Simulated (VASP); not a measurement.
# PtS2 (P-3m1) in VASP: single point with r2SCAN

Aim: the single point of PtS2 with r2SCAN.

All numbers are computed with VASP 6.6.1; they aren't measurements. Logs are shortened: lines on timing, memory, paths and dates and some standing lists are left out, and cuts for length are marked.

### 1 The cell of the first run

The structure is trigonal, space group P-3m1 (No. 164). Conventional cell: a = 3.541 Å, b = 3.541 Å, c = 5.168 Å, α = 90.00°, β = 90.00°, γ = 120.00°. Pt (site symmetry -3m) has 6 S at 2.39 Å within 3.2 Å. S (site symmetry 3m) has 3 Pt at 2.39 Å within 3.2 Å.

### 2 Single point, r2SCAN (epitaxial xy strain -0.3%)

Input file POSCAR:

```
PtS2
1.0
    3.5405625990      0.0000000000      0.0000000000
   -1.7702812995      3.0662171544      0.0000000000
    0.0000000000      0.0000000000      5.1675966037
Pt S
1 2
Direct
    0.0000000000      0.0000000000      0.0000000000
    0.3333333333      0.6666666667      0.2385067402
    0.6666666667      0.3333333333      0.7614932598
```

Input file INCAR.step1:

```
PREC = Accurate ; ENCUT = 520
ISMEAR = 0 ; SIGMA = 0.01
LREAL = False ; LASPH = True
NELM = 60 ; NBANDS = 18
GGA = PE ; ALGO = Normal
EDIFF = 1E-4 ; LWAVE = True
LCHARG = False
```

Input file INCAR.step2:

```
PREC = Accurate ; ENCUT = 520
EDIFF = 1E-7 ; ISMEAR = 0
SIGMA = 0.01 ; LREAL = False
LASPH = True ; NELM = 60
ALGO = Normal ; ISIF = 2
LWAVE = False ; LCHARG = False
METAGGA = R2SCAN ; LMIXTAU = True
NBANDS = 18 ; ISTART = 1
```

Input file KPOINTS:

```
regular mesh
0
Gamma
  12 12 6
```

Potentials or basis: VASP PAW PBE potentials, release 64 (Pt, S).

Launch:

```console
$ cat potpaw_PBE.64/Pt/POTCAR potpaw_PBE.64/S/POTCAR > POTCAR
$ cp INCAR.step1 INCAR
$ mpirun -np 1 vasp_std > vasp.out
$ cp INCAR.step2 INCAR
$ mpirun -np 1 vasp_std > vasp.out
```

OUTCAR:

```text
PREC = Accurate
   ENCUT = 520
   EDIFF = 1E-7
   ISMEAR = 0
   LREAL = False
   LASPH = True
   NELM = 60
   ISIF = 2
   METAGGA = R2SCAN
   ISTART = 1

 ion  position               nearest neighbor table
   1  0.000  0.000  0.000-   2 2.39   3 2.39   2 2.39   3 2.39   3 2.39   2 2.39
   2  0.333  0.667  0.239-   1 2.39   1 2.39   1 2.39
   3  0.667  0.333  0.761-   1 2.39   1 2.39   1 2.39

  LATTYP: Found a hexagonal cell.
 ALAT       =     3.5405625990
 C/A-ratio  =     1.4595410925

  Lattice vectors:

 A1 = (   3.5405625990,   0.0000000000,   0.0000000000)
 A2 = (  -1.7702812995,   3.0662171544,   0.0000000000)
 A3 = (   0.0000000000,   0.0000000000,   5.1675966037)

Analysis of symmetry for initial positions (statically):
=====================================================================
 Subroutine PRICEL returns:
 Original cell was already a primitive cell.

 Routine SETGRP: Setting up the symmetry group for a
 hexagonal supercell.

 Subroutine GETGRP returns: Found 12 space group operations
 (whereof 12 operations were pure point group operations)
 out of a pool of 24 trial point group operations.

The static configuration has the point symmetry D_3d.

Analysis of symmetry for dynamics (positions and initial velocities):
=====================================================================
 Subroutine PRICEL returns:
 Original cell was already a primitive cell.

 Routine SETGRP: Setting up the symmetry group for a
 hexagonal supercell.

 Subroutine GETGRP returns: Found 12 space group operations
 (whereof 12 operations were pure point group operations)
 out of a pool of 24 trial point group operations.

The dynamic configuration has the point symmetry D_3d.

 Subroutine INISYM returns: Found 12 space group operations
 (whereof 12 operations are pure point group operations),
 and found     1 'primitive' translations

----------------------------------------------------------------------------------------

                                     Primitive cell

  volume of cell :      56.1001

  direct lattice vectors                    reciprocal lattice vectors
     3.540562599  0.000000000  0.000000000     0.282440988  0.163067381  0.000000000
    -1.770281299  3.066217154  0.000000000     0.000000000  0.326134761  0.000000000
     0.000000000  0.000000000  5.167596604     0.000000000  0.000000000  0.193513557

  length of vectors
     3.540562599  3.540562599  5.167596604     0.326134761  0.326134761  0.193513557

  position of ions in fractional coordinates (direct lattice)
     0.000000000  0.000000000  0.000000000
     0.333333333  0.666666667  0.238506740
     0.666666667  0.333333333  0.761493260

  ion indices of the primitive-cell ions
   primitive index   ion index
                 1           1
                 2           2
                 3           3

----------------------------------------------------------------------------------------

 KPOINTS: regular mesh

Automatic generation of k-mesh.
 Grid dimensions read from file:
 generate k-points for:   12   12    6

 Generating k-lattice:

  Cartesian coordinates                     Fractional coordinates (reciprocal lattice)
     0.023536749  0.013588948  0.000000000     0.083333333  0.000000000  0.000000000
     0.000000000  0.027177897  0.000000000     0.000000000  0.083333333  0.000000000
     0.000000000  0.000000000  0.032252260     0.000000000  0.000000000  0.166666667

  Length of vectors
     0.027177897  0.027177897  0.032252260

  Shift w.r.t. Gamma in fractional coordinates (k-lattice)
     0.000000000  0.000000000  0.000000000

 Subroutine IBZKPT returns following result:
 ===========================================

 Found    100 irreducible k-points:

 Following reciprocal coordinates:
            Coordinates               Weight
  0.000000  0.000000  0.000000      1.000000
  0.083333 -0.000000  0.000000      6.000000
  0.166667 -0.000000  0.000000      6.000000
  0.250000  0.000000  0.000000      6.000000
  0.333333  0.000000  0.000000      6.000000
  0.416667  0.000000  0.000000      6.000000
[... 16 lines left out ...]
  0.166667 -0.000000  0.166667      6.000000
  0.000000  0.166667  0.166667      6.000000
 [... further k-points ...]
   k-points           NKPTS =    100   k-points in BZ     NKDIM =    100   number of bands    NBANDS=     18
   number of dos      NEDOS =    301   number of ions     NIONS =      3
   total plane-waves  NPLWV =  31360
   dimension x,y,z NGX =    28 NGY =   28 NGZ =   40
   dimension x,y,z NGXF=    56 NGYF=   56 NGZF=   80
   ions per type =               1   2
   NGX,Y,Z   is equivalent  to a cutoff of  13.15, 13.15, 12.87 a.u.
   NGXF,Y,Z  is equivalent  to a cutoff of  26.29, 26.29, 25.74 a.u.
 SYSTEM =  unknown system
   PREC   = accura    normal or accurate (medium, high low for compatibility)
   ISTART =      1    job   : 0-new  1-cont  2-samecut
   ICHARG =      0    charge: 1-file 2-atom 10-const
   ISPIN  =      1    spin polarized calculation?
   LNONCOLLINEAR =      F non collinear calculations
   LSORBIT =      F    spin-orbit coupling
   LASPH  =      T    aspherical Exc in radial PAW
   ENCUT  =  520.0 eV  38.22 Ry    6.18 a.u.   6.58  6.58  9.61*2*pi/ulx,y,z
   NELM   =     60;   NELMIN=  2; NELMDL=  0     # of ELM steps
   EDIFF  = 0.1E-06   stopping-criterion for ELM
   LREAL  =      F    real-space projection
   EDIFFG = 0.1E-05   stopping-criterion for IOM
   NSW    =      0    number of steps for IOM
   IBRION =     -1    ionic relax: 0-MD 1-quasi-New 2-CG
   NFREE  =      0    steps in history (QN), initial steepest desc. (CG)
   ISIF   =      2    stress and relaxation
   ISYM   =      2    0-nonsym 1-usesym 2-fastsym
   POTIM  = 0.5000    time-step for ionic-motion
   TEBEG  =    0.0;   TEEND  =   0.0 temperature during run
   PSTRESS=    0.0 pullay stress
   NELECT =      22.0000    total number of electrons
   NUPDOWN=      -1.0000    fix difference up-down
   EMIN   =  10.00;   EMAX   =-10.00  energy-range for DOS
   EFERMI =   0.00;   METHOD = LEGACY
   ISMEAR =     0;   SIGMA  =   0.01  broadening in eV -4-tet -1-fermi 0-gaus
   EFERMI_NEDOS =   21; number of points for ismear=-14 and -15
   IALGO  =     38    algorithm
   IMIX   =      4    mixing-type and parameters
     AMIX     =   0.40;   BMIX     =  1.00
     AMIX_MAG =   1.60;   BMIX_MAG =  1.00
  volume/ion in A,a.u.               =      18.70       126.19
  Fermi-wavevector in a.u.,A,eV,Ry     =   1.198288  2.264436 19.536518  1.435894
  Thomas-Fermi vector in A             =   2.334181
   LORBIT       =      0    0 simple, 1 ext, 2 COOP (PROOUT), +10 PAW based schemes
   METAGGA = R2SCAN    functional components
   LHFCALC =     F    Hartree Fock is set to
   AEXX    =    0.0000 exact exchange contribution
   IVDW    =     0    specifies the selected vdW correction
   LEPSILON=     F    determine dielectric tensor
   LRPA    =     F    only Hartree local field effects (RPA)
 non-spin polarized calculation
 Gauss-broadening in eV      SIGMA  =   0.01
  energy-cutoff  :      520.00
  volume of cell :       56.10
 maximum number of plane-waves:      1544
 NGX is ok and might be reduce to    28
   NGX = 13   NGY = 13   NGZ = 19

 number of electron      21.9999998 magnetization

 Free energy of the ion-electron system (eV)
  ---------------------------------------------------
  ext. energy  EPLUGINS =         0.00000000
  ---------------------------------------------------
  free energy    TOTEN  =       -68.85152024 eV

  energy without entropy =      -68.85152024  energy(sigma->0) =      -68.85152024

 E-fermi :   6.2086     XC(G=0): -11.1942

 val. band max:        6.1643371408   @ k =   0.0000   0.1667   0.1667
 cond. band min:       7.0691081954   @ k =   0.0000   0.2500   0.3333
 fundamental gap:      0.9047710546
 Fermi energy:         6.2086303274

 k-point     1 :       0.0000    0.0000    0.0000
  band No.  band energies     occupation
      1      -9.5754      2.00000
      2      -6.7061      2.00000
      3      -0.8625      2.00000
      4      -0.5009      2.00000
      5      -0.5009      2.00000
      6       2.2833      2.00000
[... 10 lines left out ...]
     17      14.8000      0.00000
     18      19.1970      0.00000

 k-point     2 :       0.0833   -0.0000    0.0000
  band No.  band energies     occupation
      1      -9.4833      2.00000
      2      -6.7468      2.00000
      3      -0.7653      2.00000
      4      -0.4449      2.00000
      5      -0.4415      2.00000
      6       2.1551      2.00000
[... 10 lines left out ...]
     17      15.0922      0.00000
     18      18.2353      0.00000

 k-point     3 :       0.1667   -0.0000    0.0000
  band No.  band energies     occupation
      1      -9.2172      2.00000
      2      -6.8568      2.00000
      3      -0.5085      2.00000
      4      -0.2808      2.00000
      5      -0.2577      2.00000
      6       1.7171      2.00000
[... 10 lines left out ...]
     17      15.7993      0.00000
     18      16.7371      0.00000

 k-point     4 :       0.2500    0.0000    0.0000
  band No.  band energies     occupation
      1      -8.8109      2.00000
      2      -7.0055      2.00000
      3      -0.2731      2.00000
      4      -0.0762      2.00000
      5       0.1615      2.00000
      6       0.9964      2.00000
[... 375 lines left out ...]
      4      -0.4447      2.00000
      5      -0.2956      2.00000
      6       2.1352      2.00000
[... 10 lines left out ...]
     17      15.2368      0.00000
     18      17.4866      0.00000

 k-point    23 :       0.1667   -0.0000    0.1667
  band No.  band energies     occupation
      1      -9.1429      2.00000
      2      -7.0093      2.00000
      3      -0.5008      2.00000
      4      -0.2604      2.00000
      5      -0.0652      2.00000
      6       1.7506      2.00000
[... 10 lines left out ...]
     17      15.4034      0.00000
     18      16.4939      0.00000

 k-point    24 :       0.0000    0.1667    0.1667
  band No.  band energies     occupation
      1      -9.1511      2.00000
      2      -6.9858      2.00000
      3      -0.6440      2.00000
      4      -0.2958      2.00000
      5       0.0734      2.00000
      6       1.6460      2.00000
[... 10 lines left out ...]
     17      16.1323      0.00000
     18      16.1617      0.00000

 [... further k-points ...]
[... 5 lines left out ...]
  --------------------------------------------------------------------------------------
  -------------------------------------------------------------------------------------
  Total        0.6693676      0.6693676      0.4277455      0.0000000      0.0000000      0.0000000
  in kB       19.1166358     19.1166358     12.2160912      0.0000000      0.0000000      0.0000000
  external PRESSURE =      16.8164543 kB  Pullay stress =       0.0000000 kB

 VOLUME and BASIS-vectors are now :
 -----------------------------------------------------------------------------
  energy-cutoff  :      520.00
  volume of cell :       56.10
      direct lattice vectors                 reciprocal lattice vectors
     3.540562599  0.000000000  0.000000000     0.282440988  0.163067381  0.000000000
    -1.770281299  3.066217154  0.000000000     0.000000000  0.326134761  0.000000000
     0.000000000  0.000000000  5.167596604     0.000000000  0.000000000  0.193513557

 POSITION                                       TOTAL-FORCE (eV/Angst)
 -----------------------------------------------------------------------------------
      0.00000      0.00000      0.00000        -0.000000      0.000000      0.000000
     -0.00000      2.04414      1.23251         0.000000     -0.000000     -0.048361
      1.77028      1.02207      3.93509        -0.000000      0.000000      0.048361
 -----------------------------------------------------------------------------------
    total drift:                               -0.000000      0.000000      0.000000

  FREE ENERGIE OF THE ION-ELECTRON SYSTEM (eV)
  ---------------------------------------------------
  free  energy   TOTEN  =       -68.8515202441 eV

  energy  without entropy=      -68.8515202441  energy(sigma->0) =      -68.85152024
```

It took 3.5 min on 1 thread of Intel Xeon 6975P-C (Granite Rapids), shared host; peak memory 0.24 GiB.

Results:

* Free energy: -68.8515 eV
* Pressure: 1.7 GPa
* Largest force: 0.048 eV/Å
* Band gap on the k mesh: 0.90 eV, indirect (least direct gap 1.16 eV)

Forces in eV/Å, atoms in the order of the input:
```
Pt   0.000  0.000  0.000
S    0.000  0.000 -0.048
S    0.000  0.000  0.048
```

Stress tensor (GPa, compression positive):
```
1.91 0.00 0.00
0.00 1.91 0.00
0.00 0.00 1.22
```

Levels at points of the mesh, in eV from the valence-band top:
```csv
k point,band 9,band 10,band 11,band 12,band 13,band 14
"(0.00, 0.00, 0.00)",-1.03,-1.03,-0.02,2.35,2.35,5.31
"(0.50, 0.00, 0.00)",-3.13,-3.04,-2.45,1.79,2.78,5.83
"(0.00, 0.00, 0.50)",-1.25,-1.25,-1.10,2.85,2.85,6.07
"(0.50, 0.00, 0.50)",-2.76,-2.75,-1.48,1.97,2.49,5.47
```

Caveat: the cell differs from its parent crystal (epitaxial xy strain -0.3%); the PAW data sets were made with another functional, which shifts forces and pressure a little; spin-orbit coupling is left out, which moves the levels of the heavy elements. A k mesh can miss the band edges.
